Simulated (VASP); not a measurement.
# KCl in VASP: further runs

Runs on KCl. Level: LDA. Tasks: single point.

Program: VASP 6.6.1. These are calculated values, not measurements. Logs are shortened: lines on timing, memory, paths and dates and some standing lists are left out, and cuts for length are marked.

### 1 The cell of the first run

Symmetry: I4/mmm, No. 139, tetragonal system. The conventional cell has a = 4.508 Å, b = 4.508 Å, c = 6.312 Å, α = 90.00°, β = 90.00°, γ = 90.00°. K (site symmetry 4/mmm) has 6 Cl at 3.16 to 3.19 Å within 4.2 Å. Cl (site symmetry 4/mmm) has 6 K at 3.16 to 3.19 Å within 4.2 Å.

### 2 Single point, LDA (equal xx and yy strain of +1 %)

INCAR

```
SYSTEM = KCl
PREC = Accurate
ENCUT = 520
EDIFF = 1E-6
ISMEAR = -1
SIGMA = 0.03
LREAL = .FALSE.
LASPH = .TRUE.
NELM = 80
ALGO = Normal
ISIF = 2
LWAVE = .FALSE.
LCHARG = .FALSE.
NBANDS = 15
```

KPOINTS

```
regular mesh
0
G
  7 7 7
  0 0 0
```

POSCAR

```
KCl
1.0
    0.0000000000      3.1876610000      3.1561000000
    3.1876610000      0.0000000000      3.1561000000
    3.1876610000      3.1876610000      0.0000000000
K Cl
1 1
Direct
    0.0000000000      0.0000000000      0.0000000000
    0.5000000000      0.5000000000      0.5000000000
```

Potentials or basis: VASP PAW LDA potentials, release 64 (K_sv, Cl).

On the command line:

```console
$ cat potpaw_LDA.64/K_sv/POTCAR potpaw_LDA.64/Cl/POTCAR > POTCAR
$ mpirun -np 1 vasp_std > vasp.out
```

OUTCAR:

```text
SYSTEM = KCl
   PREC = Accurate
   ENCUT = 520
   EDIFF = 1E-6
   ISMEAR = -1
   LREAL = .FALSE.
   LASPH = .TRUE.
   NELM = 80
   ISIF = 2

 ion  position               nearest neighbor table
   1  0.000  0.000  0.000-   2 3.16   2 3.16   2 3.19   2 3.19   2 3.19   2 3.19
   2  0.500  0.500  0.500-   1 3.16   1 3.16   1 3.19   1 3.19   1 3.19   1 3.19

  LATTYP: Found a body centered tetragonal cell.
 ALAT       =     4.5080334184
 C/A-ratio  =     1.4002114479

  Lattice vectors:

 A1 = (   0.0000000000,  -3.1876610000,  -3.1561000000)
 A2 = (   0.0000000000,   3.1876610000,  -3.1561000000)
 A3 = (   3.1876610000,   0.0000000000,   3.1561000000)

Analysis of symmetry for initial positions (statically):
=====================================================================
 Subroutine PRICEL returns:
 Original cell was already a primitive cell.

 Routine SETGRP: Setting up the symmetry group for a
 body centered tetragonal supercell.

 Subroutine GETGRP returns: Found 16 space group operations
 (whereof 16 operations were pure point group operations)
 out of a pool of 16 trial point group operations.

The static configuration has the point symmetry D_4h.

Analysis of symmetry for dynamics (positions and initial velocities):
=====================================================================
 Subroutine PRICEL returns:
 Original cell was already a primitive cell.

 Routine SETGRP: Setting up the symmetry group for a
 body centered tetragonal supercell.

 Subroutine GETGRP returns: Found 16 space group operations
 (whereof 16 operations were pure point group operations)
 out of a pool of 16 trial point group operations.

The dynamic configuration has the point symmetry D_4h.

 Subroutine INISYM returns: Found 16 space group operations
 (whereof 16 operations are pure point group operations),
 and found     1 'primitive' translations

----------------------------------------------------------------------------------------

                                     Primitive cell

  volume of cell :      64.1394

  direct lattice vectors                    reciprocal lattice vectors
     0.000000000  3.187661000  3.156100000    -0.156854822  0.156854822  0.158423371
     3.187661000  0.000000000  3.156100000     0.156854822 -0.156854822  0.158423371
     3.187661000  3.187661000  0.000000000     0.156854822  0.156854822 -0.158423371

  length of vectors
     4.485771936  4.485771936  4.508033418     0.272589132  0.272589132  0.272589132
[... 90 lines left out ...]
   TEBEG  =    0.0;   TEEND  =   0.0 temperature during run
   PSTRESS=    0.0 pullay stress
   NELECT =      16.0000    total number of electrons
   NUPDOWN=      -1.0000    fix difference up-down
   EMIN   =  10.00;   EMAX   =-10.00  energy-range for DOS
   EFERMI =   0.00;   METHOD = LEGACY
   ISMEAR =    -1;   SIGMA  =   0.03  broadening in eV -4-tet -1-fermi 0-gaus
   EFERMI_NEDOS =   21; number of points for ismear=-14 and -15
   IALGO  =     38    algorithm
   IMIX   =      4    mixing-type and parameters
     AMIX     =   0.40;   BMIX     =  1.00
     AMIX_MAG =   1.60;   BMIX_MAG =  1.00
  volume/ion in A,a.u.               =      32.07       216.42
  Fermi-wavevector in a.u.,A,eV,Ry     =   1.030560  1.947475 14.450112  1.062053
  Thomas-Fermi vector in A             =   2.164664
   LORBIT       =      0    0 simple, 1 ext, 2 COOP (PROOUT), +10 PAW based schemes
   GGA     = CA    functional components
   LHFCALC =     F    Hartree Fock is set to
   AEXX    =    0.0000 exact exchange contribution
   IVDW    =     0    specifies the selected vdW correction
   LEPSILON=     F    determine dielectric tensor
   LRPA    =     F    only Hartree local field effects (RPA)
 non-spin polarized calculation
  energy-cutoff  :      520.00
  volume of cell :       64.14
 maximum number of plane-waves:      1751
 NGX is ok and might be reduce to    36
   NGX = 17   NGY = 17   NGZ = 17

 number of electron      15.9999997 magnetization

 Free energy of the ion-electron system (eV)
  ---------------------------------------------------
  ext. energy  EPLUGINS =         0.00000000
  ---------------------------------------------------
  free energy    TOTEN  =        -7.34572968 eV

  energy without entropy =       -7.34572968  energy(sigma->0) =       -7.34572968

 E-fermi :  -1.5710     XC(G=0):  -7.9907

 val. band max:       -2.1936908636   @ k =   0.0000   0.0000   0.0000
 cond. band min:       2.4564968281   @ k =   0.0000   0.0000   0.0000
 fundamental gap:      4.6501876917
 Fermi energy:        -1.5709542645

 k-point     1 :       0.0000    0.0000    0.0000
  band No.  band energies     occupation
      1     -29.0980      2.00000
      2     -14.1908      2.00000
      3     -12.7952      2.00000
      4     -12.7949      2.00000
      5     -12.7949      2.00000
      6      -2.1990      2.00000
      7      -2.1990      2.00000
      8      -2.1937      2.00000
      9       2.4565      0.00000
     10       5.8525      0.00000
     11       5.8525      0.00000
     12       5.9151      0.00000
     13       6.7633      0.00000
     14       6.8137      0.00000
[... 401 lines left out ...]
      2     -14.2661      2.00000
      3     -12.8580      2.00000
      4     -12.8309      2.00000
      5     -12.6691      2.00000
      6      -3.0051      2.00000
      7      -2.5987      2.00000
      8      -2.5267      2.00000
      9       5.1645      0.00000
     10       5.5352      0.00000
     11       7.2204      0.00000
     12       7.7693      0.00000
     13       8.3452      0.00000
     14       8.8272      0.00000
     15       9.3754      0.00000

 [... further k-points ...]

------------------------ aborting loop because EDIFF is reached ----------------------------------------

  FORCE on cell =-STRESS in cart. coord.  units (eV):
  Direction    XX          YY          ZZ          XY          YZ          ZX
  --------------------------------------------------------------------------------------
  -------------------------------------------------------------------------------------
  Total       -0.9506406     -0.9506406     -0.8527161      0.0000000      0.0000000      0.0000000
  in kB      -23.7466261    -23.7466261    -21.3005122      0.0000000      0.0000000      0.0000000
  external PRESSURE =     -22.9312548 kB  Pullay stress =       0.0000000 kB

 VOLUME and BASIS-vectors are now :
 -----------------------------------------------------------------------------
  energy-cutoff  :      520.00
  volume of cell :       64.14
      direct lattice vectors                 reciprocal lattice vectors
     0.000000000  3.187661000  3.156100000    -0.156854822  0.156854822  0.158423371
     3.187661000  0.000000000  3.156100000     0.156854822 -0.156854822  0.158423371
     3.187661000  3.187661000  0.000000000     0.156854822  0.156854822 -0.158423371

 POSITION                                       TOTAL-FORCE (eV/Angst)
 -----------------------------------------------------------------------------------
      0.00000      0.00000      0.00000         0.000000      0.000000      0.000000
      3.18766      3.18766      3.15610        -0.000000     -0.000000      0.000000
 -----------------------------------------------------------------------------------
    total drift:                                0.000000      0.000000      0.000000

  FREE ENERGIE OF THE ION-ELECTRON SYSTEM (eV)
  ---------------------------------------------------
  free  energy   TOTEN  =        -7.3457296764 eV

  energy  without entropy=       -7.3457296764  energy(sigma->0) =       -7.34572968
```

Wall time 79 s (1 thread of AMD EPYC, shared host); peak memory 0.15 GiB.

What came out:

| Quantity | Value |
| --- | --- |
| Free energy | -7.3457 eV |
| Pressure | -2.3 GPa |
| Band gap on the k mesh | 4.65 eV, direct |

Levels at points of the mesh, in eV from the valence-band top:
```csv
k point,band 4,band 5,band 6,band 7,band 8,band 9,band 10,band 11,band 12,band 13
"(0.00, 0.00, 0.00)",-10.60,-10.60,-0.01,-0.01,0.00,4.65,8.05,8.05,8.11,8.96
```

Caveat: the cell differs from its parent crystal (equal xx and yy strain of +1 %). A k mesh can miss the band edges.

### 3 Single point, LDA (equal xx and yy strain of +2 %)

INCAR

```
PREC = Accurate
ENCUT = 520
EDIFF = 1E-7
ISMEAR = -1
SIGMA = 0.03
LREAL = False
LASPH = True
NELM = 60
ALGO = Normal
ISIF = 2
LWAVE = False
LCHARG = True
LELF = True
LVHAR = True
NBANDS = 15
```

KPOINTS

```
Automatic mesh
0
Gamma
  7 7 7
```

POSCAR

```
KCl
1.0
    0.0000000000      3.2192220000      3.1561000000
    3.2192220000      0.0000000000      3.1561000000
    3.2192220000      3.2192220000      0.0000000000
K Cl
1 1
Direct
    0.0000000000      0.0000000000      0.0000000000
    0.5000000000      0.5000000000      0.5000000000
```

Potentials or basis: VASP PAW LDA potentials, release 64 (K_sv, Cl).

On the command line:

```console
$ cat potpaw_LDA.64/K_sv/POTCAR potpaw_LDA.64/Cl/POTCAR > POTCAR
$ mpirun -np 1 vasp_std > vasp.out
```

OUTCAR:

```text
PREC = Accurate
   ENCUT = 520
   EDIFF = 1E-7
   ISMEAR = -1
   LREAL = False
   LASPH = True
   NELM = 60
   ISIF = 2

 ion  position               nearest neighbor table
   1  0.000  0.000  0.000-   2 3.16   2 3.16   2 3.22   2 3.22   2 3.22   2 3.22
   2  0.500  0.500  0.500-   1 3.16   1 3.16   1 3.22   1 3.22   1 3.22   1 3.22

  LATTYP: Found a body centered tetragonal cell.
 ALAT       =     4.5526674127
 C/A-ratio  =     1.3864838847

  Lattice vectors:

 A1 = (   0.0000000000,  -3.2192220000,  -3.1561000000)
 A2 = (   0.0000000000,   3.2192220000,  -3.1561000000)
 A3 = (   3.2192220000,   0.0000000000,   3.1561000000)

Analysis of symmetry for initial positions (statically):
=====================================================================
 Subroutine PRICEL returns:
 Original cell was already a primitive cell.

 Routine SETGRP: Setting up the symmetry group for a
 body centered tetragonal supercell.

 Subroutine GETGRP returns: Found 16 space group operations
 (whereof 16 operations were pure point group operations)
 out of a pool of 16 trial point group operations.

The static configuration has the point symmetry D_4h.

Analysis of symmetry for dynamics (positions and initial velocities):
=====================================================================
 Subroutine PRICEL returns:
 Original cell was already a primitive cell.

 Routine SETGRP: Setting up the symmetry group for a
 body centered tetragonal supercell.

 Subroutine GETGRP returns: Found 16 space group operations
 (whereof 16 operations were pure point group operations)
 out of a pool of 16 trial point group operations.

The dynamic configuration has the point symmetry D_4h.

 Subroutine INISYM returns: Found 16 space group operations
 (whereof 16 operations are pure point group operations),
 and found     1 'primitive' translations

[... 122 lines left out ...]
   IVDW    =     0    specifies the selected vdW correction
   LEPSILON=     F    determine dielectric tensor
   LRPA    =     F    only Hartree local field effects (RPA)
 non-spin polarized calculation
  energy-cutoff  :      520.00
  volume of cell :       65.42
 maximum number of plane-waves:      1783
 NGX is ok and might be reduce to    36
   NGX = 17   NGY = 17   NGZ = 17

 number of electron      15.9999998 magnetization

 Free energy of the ion-electron system (eV)
  ---------------------------------------------------
  ext. energy  EPLUGINS =         0.00000000
  ---------------------------------------------------
  free energy    TOTEN  =        -7.32608141 eV

  energy without entropy =       -7.32608141  energy(sigma->0) =       -7.32608141

 E-fermi :  -1.5596     XC(G=0):  -7.9098

 val. band max:       -2.2659161702   @ k =   0.0000   0.0000   0.0000
 cond. band min:       2.3204586215   @ k =   0.0000   0.0000   0.0000
 fundamental gap:      4.5863747916
 Fermi energy:        -1.5596184063

 k-point     1 :       0.0000    0.0000    0.0000
  band No.  band energies     occupation
      1     -29.2195      2.00000
      2     -14.2448      2.00000
      3     -12.9162      2.00000
      4     -12.9159      2.00000
      5     -12.9159      2.00000
      6      -2.2749      2.00000
      7      -2.2749      2.00000
      8      -2.2659      2.00000
      9       2.3205      0.00000
     10       5.7476      0.00000
     11       5.7476      0.00000
     12       5.8700      0.00000
     13       6.6411      0.00000
     14       6.7419      0.00000
[... 401 lines left out ...]
      2     -14.3186      2.00000
      3     -12.9749      2.00000
      4     -12.9477      2.00000
      5     -12.7952      2.00000
      6      -3.0569      2.00000
      7      -2.6630      2.00000
      8      -2.5883      2.00000
      9       5.0433      0.00000
     10       5.3963      0.00000
     11       7.0810      0.00000
     12       7.6304      0.00000
     13       8.2149      0.00000
     14       8.6606      0.00000
     15       9.2261      0.00000

 [... further k-points ...]

------------------------ aborting loop because EDIFF is reached ----------------------------------------

  FORCE on cell =-STRESS in cart. coord.  units (eV):
  Direction    XX          YY          ZZ          XY          YZ          ZX
  --------------------------------------------------------------------------------------
  -------------------------------------------------------------------------------------
  Total       -1.0767046     -1.0767046     -0.8992148      0.0000000     -0.0000000     -0.0000000
  in kB      -26.3708761    -26.3708761    -22.0237574      0.0000000     -0.0000000     -0.0000000
  external PRESSURE =     -24.9218365 kB  Pullay stress =       0.0000000 kB

 VOLUME and BASIS-vectors are now :
 -----------------------------------------------------------------------------
  energy-cutoff  :      520.00
  volume of cell :       65.42
      direct lattice vectors                 reciprocal lattice vectors
     0.000000000  3.219222000  3.156100000    -0.155317030  0.155317030  0.158423371
     3.219222000  0.000000000  3.156100000     0.155317030 -0.155317030  0.158423371
     3.219222000  3.219222000  0.000000000     0.155317030  0.155317030 -0.158423371

 POSITION                                       TOTAL-FORCE (eV/Angst)
 -----------------------------------------------------------------------------------
      0.00000      0.00000      0.00000         0.000000     -0.000000      0.000000
      3.21922      3.21922      3.15610        -0.000000      0.000000      0.000000
 -----------------------------------------------------------------------------------
    total drift:                                0.000000      0.000000      0.000000

  FREE ENERGIE OF THE ION-ELECTRON SYSTEM (eV)
  ---------------------------------------------------
  free  energy   TOTEN  =        -7.3260814082 eV

  energy  without entropy=       -7.3260814082  energy(sigma->0) =       -7.32608141
```

OSZICAR:

```text
N       E                     dE             d eps       ncg     rms          rms(c)
DAV:   1     0.108226060857E+03    0.10823E+03   -0.70468E+03  1200   0.950E+02
DAV:   2    -0.601991715781E+00   -0.10883E+03   -0.98632E+02  1551   0.255E+02
DAV:   3    -0.736884538607E+01   -0.67669E+01   -0.67233E+01  1662   0.540E+01
DAV:   4    -0.763519413287E+01   -0.26635E+00   -0.26627E+00  1817   0.101E+01
DAV:   5    -0.763789829186E+01   -0.27042E-02   -0.27041E-02  1718   0.109E+00    0.320E+00
DAV:   6    -0.735607294698E+01    0.28183E+00   -0.38767E-01  1529   0.321E+00    0.256E+00
DAV:   7    -0.732677383125E+01    0.29299E-01   -0.60996E-02  1669   0.152E+00    0.152E+00
DAV:   8    -0.732595194483E+01    0.82189E-03   -0.11395E-02  1804   0.788E-01    0.237E-01
DAV:   9    -0.732594071751E+01    0.11227E-04   -0.63023E-04  1532   0.145E-01    0.855E-02
DAV:  10    -0.732607937781E+01   -0.13866E-03   -0.91627E-05  1390   0.724E-02    0.162E-02
DAV:  11    -0.732608082659E+01   -0.14488E-05   -0.40494E-06  1835   0.148E-02    0.738E-03
DAV:  12    -0.732608138053E+01   -0.55394E-06   -0.15037E-06  1475   0.856E-03    0.225E-03
DAV:  13    -0.732608140816E+01   -0.27624E-07   -0.21645E-07  1466   0.342E-03
   1 F= -.73260814E+01 E0= -.73260814E+01  d E =-.177368E-11
```

stdout:

```text
POSCAR found type information on POSCAR K Cl
 POSCAR found :  2 types and       2 ions
 scaLAPACK will be used
 LDA part: xc-table for (Slater(with rela. corr.)+CA(PZ))
 , standard interpolation
 POSCAR, INCAR and KPOINTS ok, starting setup
 FFT: planning ... GRIDC
 FFT: planning ... GRID_SOFT
 FFT: planning ... GRID
 WAVECAR not read
 entering main loop
```

Wall time 81 s (1 thread of AMD EPYC, shared host); peak memory 0.16 GiB.

Results:

* Free energy: -7.3261 eV
* Pressure: -2.5 GPa
* Band gap on the k mesh: 4.59 eV, direct

Levels at points of the mesh, in eV from the valence-band top:
| k point | band 4 | band 5 | band 6 | band 7 | band 8 | band 9 | band 10 | band 11 | band 12 | band 13 |
| --- | --- | --- | --- | --- | --- | --- | --- | --- | --- | --- |
| (0.00, 0.00, 0.00) | -10.65 | -10.65 | -0.01 | -0.01 | 0.00 | 4.59 | 8.01 | 8.01 | 8.14 | 8.91 |

Caveat: the cell differs from its parent crystal (equal xx and yy strain of +2 %). A k mesh can miss the band edges.

[end of part 1 of 2]
